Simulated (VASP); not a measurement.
# CS2 in VASP: further runs, part 2 of 2

VASP 6.6.1.

### Step 3. Single point, r2SCAN+D3(BJ)

Contents of POSCAR:

```
CS2
1.0
    8.9628090000      0.0000000000      0.0000000000
    0.0000000000      8.9628090000      0.0000000000
    0.0000000000      0.0000000000      8.9628090000
S C
16 8
Direct
    0.8461075094      0.6521393014      0.0253938246
    0.5656262451      0.8363337878      0.1254182701
    0.2051254244      0.1937004348      0.3839309752
    0.1485360226      0.4277342070      0.1435710613
    1.0189662638      0.6051785774      0.6177304459
    0.7394110485      0.5205622478      0.4348636683
    0.5252594360      1.0103305783      0.5009590185
    0.7431487160      0.8701847825      0.7293918681
    0.4947332918      0.3945414881      1.0208629906
    0.4752193202      0.5778099254      0.7419548938
   -0.1263554763      0.9378198286      0.3377066275
    0.1581423859      0.7891276050      0.2031840687
    0.2171863754     -0.0736487858      0.8651863495
    0.1957645198      0.2616590402      0.7841626437
    0.8239827492      0.1550741514      1.0531742894
    0.7809716797      0.2806709370      0.7366105871
    0.7128903450      0.7541497314      0.0715623863
    0.1647809297      0.3129487642      0.2734299035
    0.8842875041      0.5657155028      0.5255941525
    0.6206536366      0.9192876921      0.6120179511
    0.4540540806      0.4779751527      0.8832498829
    0.0214218556      0.8699393237      0.2740547076
    0.2143635996      0.0940553347      0.8234248883
    0.8042456333      0.2025257930      0.8837965865
```

Contents of INCAR.step1:

```
SYSTEM = CS2
  ALGO = Normal
  EDIFF = 1E-4
  ENCUT = 520
  GGA = PE
  ISMEAR = -1
  LASPH = .TRUE.
  LCHARG = .FALSE.
  LREAL = Auto
  LWAVE = .TRUE.
  NBANDS = 82
  NELM = 100
  PREC = Accurate
  SIGMA = 0.02
```

Contents of INCAR.step2:

```
SYSTEM = CS2
  ALGO = Normal
  EDIFF = 1E-6
  ENCUT = 520
  ISIF = 2
  ISMEAR = -1
  ISTART = 1
  IVDW = 12
  LASPH = .TRUE.
  LCHARG = .FALSE.
  LMIXTAU = .TRUE.
  LREAL = Auto
  LWAVE = .FALSE.
  METAGGA = R2SCAN
  NBANDS = 82
  NELM = 100
  PREC = Accurate
  SIGMA = 0.02
  VDW_A1 = 0.49484001
  VDW_A2 = 5.73083694
  VDW_S6 = 1.0
  VDW_S8 = 0.78981345
```

Contents of KPOINTS:

```
k-points
0
G
  1 1 1
  0 0 0
```

Potentials or basis: VASP PAW PBE potentials, release 64 (S, C).

Run with:

```
> cat potpaw_PBE.64/S/POTCAR potpaw_PBE.64/C/POTCAR > POTCAR
> cp INCAR.step1 INCAR
> mpirun -np 1 vasp_gam > vasp.out
> cp INCAR.step2 INCAR
> mpirun -np 1 vasp_gam > vasp.out
```

OUTCAR:

```text
SYSTEM = CS2
   EDIFF = 1E-6
   ENCUT = 520
   ISIF = 2
   ISMEAR = -1
   ISTART = 1
   IVDW = 12
   LASPH = .TRUE.
   LREAL = Auto
   METAGGA = R2SCAN
   NELM = 100
   PREC = Accurate
 IVDW          = 12

 ion  position               nearest neighbor table
   1  0.846  0.652  0.025-  17 1.56
   2  0.566  0.836  0.125-  17 1.59
   3  0.205  0.194  0.384-  18 1.50
   4  0.149  0.428  0.144-  18 1.56
   5  0.019  0.605  0.618-  19 1.50
   6  0.739  0.521  0.435-  19 1.58
[... 8 lines left out ...]
  15  0.824  0.155  0.053-  24 1.59
  16  0.781  0.281  0.737-  24 1.51
  17  0.713  0.754  0.072-   1 1.56   2 1.59
  18  0.165  0.313  0.273-   3 1.50   4 1.56
  19  0.884  0.566  0.526-   5 1.50   6 1.58
  20  0.621  0.919  0.612-   7 1.55   8 1.58
  21  0.454  0.478  0.883-   9 1.49  10 1.56
  22  0.021  0.870  0.274-  12 1.56  11 1.57
  23  0.214  0.094  0.823-  13 1.55  14 1.55
  24  0.804  0.203  0.884-  16 1.51  15 1.59

  LATTYP: Found a simple cubic cell.
 ALAT       =     8.9628090000

  Lattice vectors:

 A1 = (   8.9628090000,   0.0000000000,   0.0000000000)
 A2 = (   0.0000000000,   8.9628090000,   0.0000000000)
 A3 = (   0.0000000000,   0.0000000000,   8.9628090000)

Analysis of symmetry for initial positions (statically):
=====================================================================
 Subroutine PRICEL returns:
 Original cell was already a primitive cell.

 Routine SETGRP: Setting up the symmetry group for a
 simple cubic supercell.

 Subroutine GETGRP returns: Found  1 space group operations
 (whereof  1 operations were pure point group operations)
 out of a pool of 48 trial point group operations.

The static configuration has the point symmetry C_1 .

Analysis of symmetry for dynamics (positions and initial velocities):
=====================================================================
 Subroutine PRICEL returns:
 Original cell was already a primitive cell.
[... 151 lines left out ...]
  Thomas-Fermi vector in A             =   2.045836
   LORBIT       =      0    0 simple, 1 ext, 2 COOP (PROOUT), +10 PAW based schemes
   METAGGA = R2SCAN    functional components
   LHFCALC =     F    Hartree Fock is set to
   AEXX    =    0.0000 exact exchange contribution
   IVDW    =    12    specifies the selected vdW correction
   LEPSILON=     F    determine dielectric tensor
   LRPA    =     F    only Hartree local field effects (RPA)
 non-spin polarized calculation
  energy-cutoff  :      520.00
  volume of cell :      720.00
 maximum number of plane-waves:      9691
 NGX is ok and might be reduce to    70
   NGX = 33   NGY = 33   NGZ = 33

 number of electron     128.0000002 magnetization

 Free energy of the ion-electron system (eV)
  ---------------------------------------------------
  ext. energy  EPLUGINS =         0.00000000
  ---------------------------------------------------
  free energy    TOTEN  =      -199.65153674 eV

  energy without entropy =     -199.65153674  energy(sigma->0) =     -199.65153674

 E-fermi :  -0.7442     XC(G=0):  -7.1738

 val. band max:       -1.2804844364   @ k =   0.0000   0.0000   0.0000
 cond. band min:       1.8661975267   @ k =   0.0000   0.0000   0.0000
 fundamental gap:      3.1466819631
 Fermi energy:        -0.7442050480

 k-point     1 :       0.0000    0.0000    0.0000
  band No.  band energies     occupation
      1     -17.5870      2.00000
      2     -17.4946      2.00000
      3     -17.4367      2.00000
      4     -17.3119      2.00000
      5     -17.2486      2.00000
      6     -17.2268      2.00000
[... 68 lines left out ...]
     75       2.5774      0.00000
     76       2.7154      0.00000
 [bands above 76 left out]

------------------------ aborting loop because EDIFF is reached ----------------------------------------

 Edisp (eV)   -1.65412

 E8    (eV) :    -0.4256

  FORCE on cell =-STRESS in cart. coord.  units (eV):
  Direction    XX          YY          ZZ          XY          YZ          ZX
  --------------------------------------------------------------------------------------
  -------------------------------------------------------------------------------------
  Total      -2.76099     2.90949     5.95783     1.66322    -6.49878     3.61272
  in kB      -6.14389     6.47432    13.25764     3.70108   -14.46138     8.03918
  external pressure =        4.53 kB  Pullay stress =        0.00 kB

 VOLUME and BASIS-vectors are now :
 -----------------------------------------------------------------------------
  energy-cutoff  :      520.00
  volume of cell :      720.00
      direct lattice vectors                 reciprocal lattice vectors
     8.962809000  0.000000000  0.000000000     0.111572164  0.000000000  0.000000000
     0.000000000  8.962809000  0.000000000     0.000000000  0.111572164  0.000000000
     0.000000000  0.000000000  8.962809000     0.000000000  0.000000000  0.111572164

 POSITION                                       TOTAL-FORCE (eV/Angst)
 -----------------------------------------------------------------------------------
      7.58350      5.84500      0.22760        -0.579243      0.487598      0.081330
      5.06960      7.49590      1.12410         1.401146     -0.538307     -0.610202
      1.83850      1.73610      3.44110         0.258000     -1.771782      1.935444
      1.33130      3.83370      1.28680        -0.482575     -0.279042      0.579231
      0.16999      5.42410      5.53660         1.835061      0.549417      1.075113
      6.62720      4.66570      3.89760         1.301201      0.513470      0.601708
[... 16 lines left out ...]
      1.92130      0.84300      7.38020        -0.473803      0.097802      0.000447
      7.20830      1.81520      7.92130         0.278483     -0.351215      3.575572
 -----------------------------------------------------------------------------------
    total drift:                               -0.009085      0.025037      0.000313

  FREE ENERGIE OF THE ION-ELECTRON SYSTEM (eV)
  ---------------------------------------------------
  free  energy   TOTEN  =      -201.3056543670 eV

  energy  without entropy=     -201.3056543670  energy(sigma->0) =     -201.30565437
```

OUTCAR.step1:

```text
SYSTEM = CS2
   EDIFF = 1E-4
   ENCUT = 520
   GGA = PE
   ISMEAR = -1
   LASPH = .TRUE.
   LREAL = Auto
   NELM = 100
[... 344 lines left out ...]
      6.62720      4.66570      3.89760         0.953799      0.375359      0.420833
[... 16 lines left out ...]
      1.92130      0.84300      7.38020        -0.408766      0.088233     -0.010220
      7.20830      1.81520      7.92130         0.286990     -0.499600      3.545889
 -----------------------------------------------------------------------------------
    total drift:                               -0.008949      0.022786      0.000989

  FREE ENERGIE OF THE ION-ELECTRON SYSTEM (eV)
  ---------------------------------------------------
  free  energy   TOTEN  =      -131.5035579742 eV

  energy  without entropy=     -131.5035579742  energy(sigma->0) =     -131.50355797
```

OSZICAR.step1:

```text
N       E                     dE             d eps       ncg     rms          rms(c)
DAV:   1     0.111492181113E+04    0.11149E+04   -0.59599E+04   172   0.137E+03
DAV:   2     0.244825098152E+01   -0.11125E+04   -0.10646E+04   216   0.272E+02
DAV:   3    -0.136677377316E+03   -0.13913E+03   -0.13713E+03   200   0.101E+02
DAV:   4    -0.141280344848E+03   -0.46030E+01   -0.45148E+01   192   0.218E+01
DAV:   5    -0.141480083577E+03   -0.19974E+00   -0.19853E+00   200   0.433E+00    0.612E+01
DAV:   6    -0.132088964730E+03    0.93911E+01   -0.26311E+01   184   0.172E+01    0.321E+01
DAV:   7    -0.131511713737E+03    0.57725E+00   -0.70838E+00   176   0.838E+00    0.137E+01
DAV:   8    -0.131534620163E+03   -0.22906E-01   -0.69631E-01   200   0.232E+00    0.365E+00
DAV:   9    -0.131507978358E+03    0.26642E-01   -0.14120E-01   184   0.117E+00    0.189E+00
DAV:  10    -0.131504749781E+03    0.32286E-02   -0.25521E-02   176   0.508E-01    0.126E+00
DAV:  11    -0.131503970974E+03    0.77881E-03   -0.58433E-03   192   0.236E-01    0.615E-01
DAV:  12    -0.131503739790E+03    0.23118E-03   -0.62137E-04   168   0.759E-02    0.373E-01
DAV:  13    -0.131503556589E+03    0.18320E-03   -0.82917E-04   184   0.822E-02    0.999E-02
DAV:  14    -0.131503557974E+03   -0.13851E-05   -0.98571E-05    88   0.359E-02
   1 F= -.13150356E+03 E0= -.13150356E+03  d E =-.284573E-11
```

Wall time 6.5 min (1 thread of Intel Xeon Platinum 8259CL at 2.50GHz (Skylake/Cascade Lake), shared host); peak memory 0.74 GiB.

Results:

- Free energy: -201.3057 eV
- Pressure: 0.5 GPa
- Largest force: 3.814 eV/Å
- Dispersion energy per atom: -0.069 eV

Forces on the atoms (eV/Å):
```
S   -0.579  0.488  0.081
S    1.401 -0.538 -0.610
S    0.258 -1.772  1.935
S   -0.483 -0.279  0.579
S    1.835  0.549  1.075
S    1.301  0.513  0.602
S   -0.541 -0.405 -0.264
S   -1.453 -0.067 -1.162
S    0.187 -2.072  3.094
S   -0.960 -0.104 -0.134
S    1.177 -0.397 -0.057
S   -0.128  0.437  0.481
S    0.228  0.147 -0.177
S    0.104 -0.267 -0.103
S   -0.013  0.026 -1.627
S   -0.259  0.479 -2.042
C   -1.221 -0.235  0.459
C   -0.026  1.944 -2.438
C   -2.996 -1.027 -1.899
C    1.874  0.562  1.364
C    1.071  2.244 -2.892
C   -0.583  0.025  0.159
C   -0.474  0.098  0.000
C    0.278 -0.351  3.576
```

Levels at points of the mesh, in eV from the Fermi level:
| k point | band 61 | band 62 | band 63 | band 64 | band 65 | band 66 | band 67 | band 68 |
| --- | --- | --- | --- | --- | --- | --- | --- | --- |
| (0.00, 0.00, 0.00) | -0.72 | -0.68 | -0.61 | -0.54 | 2.61 | 2.66 | 2.73 | 2.94 |

Caveat: the k points lie up to 0.70 Å⁻¹ apart; the atoms stand as in a frame of molecular dynamics; the PAW data sets were made with another functional, which shifts forces and pressure a little.

### Step 4. Single point, r2SCAN+D3(BJ)

Contents of POSCAR:

```
CS2
1.0
    8.9628090000      0.0000000000      0.0000000000
    0.0000000000      8.9628090000      0.0000000000
    0.0000000000      0.0000000000      8.9628090000
S C
16 8
Direct
    0.8414103213      0.6519049999      0.0295108375
    0.5586195131      0.8327188496      0.1000579171
    0.2023919064      0.1907214580      0.3953894365
    0.1448541412      0.4325541245      0.1432251876
    1.0167459777      0.6124642397      0.6254400825
    0.7335758243      0.5159766319      0.4424394183
    0.5332480029      1.0015833206      0.5063367969
    0.7510033964      0.8636578108      0.7305745331
    0.4911183536      0.4046945550      1.0365054081
    0.4613062713      0.5845711986      0.7371461335
   -0.1179429351      0.9571775991      0.3349507950
    0.1528427081      0.7950297725      0.1991005275
    0.2098560842     -0.0832774636      0.8703856124
    0.2089969785      0.2497877619      0.7782939478
    0.8304650919      0.1579192416      1.0523486554
    0.7827791488      0.2866735194      0.7328282908
    0.6994570564      0.7344684016      0.0751550100
    0.1802336745      0.2978195787      0.2545965221
    0.8931686484      0.5485891756      0.5179960881
    0.6369320154      0.9319176611      0.6199061031
    0.4627120806      0.4788454155      0.8826250788
    0.0066162294      0.8597974140      0.2609226639
    0.2099341847      0.0827753888      0.8192967182
    0.8157264090      0.2224972104      0.8888173339
```

Contents of INCAR.step1:

```
  PREC = Accurate
  ENCUT = 520
  ISMEAR = -1
  SIGMA = 0.02
  LREAL = Auto
  LASPH = True
  NELM = 100
  NBANDS = 82
  GGA = PE
  ALGO = Normal
  EDIFF = 1E-4
  LWAVE = True
  LCHARG = False
```

Contents of INCAR.step2:

```
  PREC = Accurate
  ENCUT = 520
  EDIFF = 1E-7
  ISMEAR = -1
  SIGMA = 0.02
  LREAL = Auto
  LASPH = True
  NELM = 100
  ALGO = Normal
  ISIF = 2
  LWAVE = False
  LCHARG = False
  METAGGA = R2SCAN
  LMIXTAU = True
  IVDW = 12
  VDW_S6 = 1.0
  VDW_S8 = 0.78981345
  VDW_A1 = 0.49484001
  VDW_A2 = 5.73083694
  NBANDS = 82
  ISTART = 1
```

Contents of KPOINTS:

```
Automatic mesh
0
Gamma
  1 1 1
```

Potentials or basis: VASP PAW PBE potentials, release 64 (S, C).

Run with:

```
> cat potpaw_PBE.64/S/POTCAR potpaw_PBE.64/C/POTCAR > POTCAR
> cp INCAR.step1 INCAR
> mpirun -np 1 vasp_gam > vasp.out
> cp INCAR.step2 INCAR
> mpirun -np 1 vasp_gam > vasp.out
```

OUTCAR:

```text
PREC = Accurate
   ENCUT = 520
   EDIFF = 1E-7
   ISMEAR = -1
   LREAL = Auto
   LASPH = True
   NELM = 100
   ISIF = 2
   METAGGA = R2SCAN
   IVDW = 12
   ISTART = 1
 IVDW          = 12

 ion  position               nearest neighbor table
   1  0.841  0.652  0.030-  17 1.53
   2  0.559  0.833  0.100-  17 1.56
   3  0.202  0.191  0.395-  18 1.60
[... 321 lines left out ...]
  -------------------------------------------------------------------------------------
  Total      -0.08051    -3.90249    -6.88703    -0.58398     2.93684    -2.08663
  in kB      -0.17916    -8.68401   -15.32535    -1.29950     6.53518    -4.64326
  external pressure =       -8.06 kB  Pullay stress =        0.00 kB

 VOLUME and BASIS-vectors are now :
 -----------------------------------------------------------------------------
  energy-cutoff  :      520.00
  volume of cell :      720.00
      direct lattice vectors                 reciprocal lattice vectors
     8.962809000  0.000000000  0.000000000     0.111572164  0.000000000  0.000000000
     0.000000000  8.962809000  0.000000000     0.000000000  0.111572164  0.000000000
     0.000000000  0.000000000  8.962809000     0.000000000  0.000000000  0.111572164

 POSITION                                       TOTAL-FORCE (eV/Angst)
 -----------------------------------------------------------------------------------
      7.54140      5.84290      0.26450         0.558058     -0.872869     -0.082746
      5.00680      7.46350      0.89680         0.195972     -0.235996      0.291657
      1.81400      1.70940      3.54380        -0.051492      1.013844     -2.054522
      1.29830      3.87690      1.28370         0.406504     -2.111815      1.232186
      0.15009      5.48940      5.60570        -0.425430     -0.864622     -1.205000
      6.57490      4.62460      3.96550         2.533732      0.208224      0.494806
[... 16 lines left out ...]
      1.88160      0.74190      7.34320        -0.058977     -0.515938      0.352963
      7.31120      1.99420      7.96630        -0.378792     -0.516331      1.558839
 -----------------------------------------------------------------------------------
    total drift:                               -0.002040      0.004498      0.005244

  FREE ENERGIE OF THE ION-ELECTRON SYSTEM (eV)
  ---------------------------------------------------
  free  energy   TOTEN  =      -201.2736317734 eV

  energy  without entropy=     -201.2736317734  energy(sigma->0) =     -201.27363177
```

OUTCAR.step1:

```text
PREC = Accurate
   ENCUT = 520
   ISMEAR = -1
   LREAL = Auto
   LASPH = True
[... 345 lines left out ...]
      0.15009      5.48940      5.60570        -0.165993     -0.678989     -0.926016
      6.57490      4.62460      3.96550         2.140212      0.114726      0.372522
[... 16 lines left out ...]
      1.88160      0.74190      7.34320        -0.041446     -0.537613      0.323533
      7.31120      1.99420      7.96630        -0.319252     -0.529910      1.554182
 -----------------------------------------------------------------------------------
    total drift:                               -0.002701      0.003061      0.004906

  FREE ENERGIE OF THE ION-ELECTRON SYSTEM (eV)
  ---------------------------------------------------
  free  energy   TOTEN  =      -131.5704088073 eV

  energy  without entropy=     -131.5704088073  energy(sigma->0) =     -131.57040881
```

OSZICAR.step1:

```text
N       E                     dE             d eps       ncg     rms          rms(c)
DAV:   1     0.110797395320E+04    0.11080E+04   -0.59551E+04   172   0.137E+03
DAV:   2    -0.213971039584E+01   -0.11101E+04   -0.10725E+04   222   0.271E+02
DAV:   3    -0.136169002335E+03   -0.13403E+03   -0.13211E+03   200   0.999E+01
DAV:   4    -0.140577842917E+03   -0.44088E+01   -0.43558E+01   208   0.214E+01
DAV:   5    -0.140709132463E+03   -0.13129E+00   -0.13102E+00   184   0.365E+00    0.595E+01
DAV:   6    -0.132145147998E+03    0.85640E+01   -0.24487E+01   184   0.166E+01    0.308E+01
DAV:   7    -0.131590914380E+03    0.55423E+00   -0.65838E+00   184   0.815E+00    0.138E+01
DAV:   8    -0.131604123155E+03   -0.13209E-01   -0.70384E-01   184   0.236E+00    0.323E+00
DAV:   9    -0.131575093756E+03    0.29029E-01   -0.16487E-01   184   0.122E+00    0.180E+00
DAV:  10    -0.131571769064E+03    0.33247E-02   -0.24092E-02   176   0.499E-01    0.116E+00
DAV:  11    -0.131570856542E+03    0.91252E-03   -0.59593E-03   192   0.237E-01    0.571E-01
DAV:  12    -0.131570573846E+03    0.28270E-03   -0.79734E-04   168   0.874E-02    0.329E-01
DAV:  13    -0.131570418856E+03    0.15499E-03   -0.61711E-04   184   0.727E-02    0.111E-01
DAV:  14    -0.131570408807E+03    0.10049E-04   -0.14342E-04    88   0.433E-02
   1 F= -.13157041E+03 E0= -.13157041E+03  d E =-.593287E-11
```

Run time: 7.7 min. Hardware: 1 thread of Intel Xeon Platinum 8259CL at 2.50GHz (Skylake/Cascade Lake), shared host; peak memory 0.74 GiB.

What came out:

```yaml
Free_energy: -201.2736 eV
Pressure: -0.8 GPa
Largest_force: 2.590 eV/Å
Dispersion_energy_per_atom: -0.069 eV
```

Forces on the atoms (eV/Å):
```
S    0.558 -0.873 -0.083
S    0.196 -0.236  0.292
S   -0.051  1.014 -2.055
S    0.407 -2.112  1.232
S   -0.425 -0.865 -1.205
S    2.534  0.208  0.495
S   -1.425  0.759 -1.267
S   -0.287  0.132 -0.105
S   -0.163 -0.158 -0.675
S   -0.352 -1.746  1.836
S    0.327 -1.088 -0.217
S    0.477 -0.600 -0.093
S    0.026  0.411 -0.429
S   -0.090  0.155 -0.233
S    0.132  0.613 -1.520
S    0.189 -0.056 -0.115
C   -1.019  0.940 -0.250
C   -0.584  0.987  0.947
C   -1.916  0.794  0.393
C    1.524 -0.770  1.314
C    0.848  1.905 -1.214
C   -0.467  1.618  1.041
C   -0.059 -0.516  0.353
C   -0.379 -0.516  1.559
```

Levels at points of the mesh, in eV from the Fermi level:
```csv
k point,band 60,band 61,band 62,band 63,band 64,band 65,band 66,band 67,band 68,band 69
"(0.00, 0.00, 0.00)",-0.88,-0.79,-0.74,-0.67,-0.54,2.40,2.49,2.64,2.66,2.87
```

Caveat: the k points lie up to 0.70 Å⁻¹ apart; the atoms stand as in a frame of molecular dynamics; the PAW data sets were made with another functional, which shifts forces and pressure a little.

### Step 5. Summary

| cell | pressure (GPa) | largest force (eV/Å) |
| --- | --- | --- |
| as given, atomic positions A | -0.7 | 4.74 |
| as given, atomic positions B | 0.5 | 3.81 |
| as given, atomic positions C | -0.8 | 2.59 |

Alike in all rows: task single point; level r2SCAN+D3(BJ); potentials or basis VASP PAW PBE potentials, release 64 (S, C); no spin polarisation; k mesh 1 × 1 × 1; cutoff (eV) 520; smearing fermi-dirac 0.02 eV.

Caveats: all runs use coarse meshes; the atoms stand as in a frame of molecular dynamics; the PAW data sets were made with another functional, which shifts forces and pressure a little.

Total energies depend on the potentials used, so only differences within one code and one set of settings carry meaning.
